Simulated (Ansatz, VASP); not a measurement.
## One calculation of SiC3, two programs

```xyz
4
Lattice="3.6184 0.0000 0.0000 -1.8092 3.1336 0.0000 0.0000 0.0000 3.6564" Properties=species:S:1:pos:R:3 pbc="T T T"
Si    0.0000    0.0000    0.0000
C     0.0000    0.0000    1.8282
C     0.0000    2.0891    0.0000
C     1.8092    1.0445    0.0000
```

Change from the starting cell: species swapped into the Li3N type (P6/mmm, No. 191).

Alike in both runs: functional PBE; k mesh 6 × 6 × 5; occupations gaussian, width 0.2 eV; no spin polarisation.

Ansatz relaxed the structure, and its values are those at the end. VASP's run is a single point on that final structure, the one shown.

|  | VASP | Ansatz |
| --- | --- | --- |
| version | VASP 6.6.1 | Ansatz 0.2.0 |
| potentials or method | VASP PAW PBE potentials, release 64 (Si, C), cutoff 600 eV | scalar-relativistic, plane waves, PAW |
| valence electrons in the cell | 16 | 16 |

Ansatz gave:

```
gap on the k mesh at the Fermi level (eV) : none
pressure (GPa)                            : -0.3
```

Q: Which values does VASP return?

A: gap on the k mesh at the Fermi level (eV): none; pressure (GPa): -0.5.

A gap of «none» marks a metal or a gap that the smearing closes.
